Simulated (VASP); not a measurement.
Set up this calculation in VASP 6.6.1, as the native input.

```yaml
Task: single point
Functional: PBE
Potentials_or_basis: VASP PAW PBE potentials, release 64 (Mo_sv)
Cutoff: 520 eV
k_mesh: 9 × 9 × 1
Occupations: fermi-dirac, width 0.05 eV
Spin: no spin polarisation
Dipole_correction: yes
Further_INCAR_settings: ALGO = Normal; EDIFF = 1e-07; NBANDS = 51
```

The structure of Mo lies in POSCAR:

```
Mo
1.0
    2.8496403282      0.0000000000      0.0000000000
    0.0000000000      2.8496403282      0.0000000000
    0.0000000000      0.0000000000     25.0750000000
Mo
6
Direct
    0.5000000000      0.5000000000      0.2991026919
    0.0000000000      0.0000000000      0.3794616152
    0.5000000000      0.5000000000      0.4598205384
    0.0000000000      0.0000000000      0.5378508844
    0.5000000000      0.5000000000      0.6151323482
    0.0000000000      0.0000000000      0.6900091584
```

The input as run:

INCAR

```
SYSTEM = Mo
PREC     = Accurate       ! precision mode
ENCUT    = 520            ! plane-wave cutoff, eV
EDIFF    = 1E-7           ! SCF threshold, eV
ISMEAR   = -1             ! smearing method
SIGMA    = 0.05           ! smearing width, eV
LREAL    = .False.        ! projectors in reciprocal space
LASPH    = .True.         ! aspherical terms in the spheres
NELM     = 60             ! most SCF steps
ALGO     = Normal         ! electronic algorithm
ISIF     = 2              ! what is computed and relaxed
LWAVE    = .False.        ! write WAVECAR
LCHARG   = .False.        ! write CHGCAR
LDIPOL   = .True.       
IDIPOL   = 3            
DIPOL    = 0.5 0.5 0.497
GGA      = PE             ! functional
NBANDS   = 51             ! bands
```

KPOINTS

```
Automatic mesh
0
Gamma
  9 9 1
  0 0 0
```

Potentials or basis: VASP PAW PBE potentials, release 64 (Mo_sv).

Run with:

```console
$ cat potpaw_PBE.64/Mo_sv/POTCAR > POTCAR
$ mpirun -np 1 vasp_std > vasp.out
```

Results of the run:

* Largest force: 0.509 eV/Å
* Band gap on the k mesh: zero (bands 42 and 43 overlap by 1.80 eV)

Wall time 14 min on 1 thread of Intel Xeon 8259CL, on a shared host, peak memory 0.39 GiB.
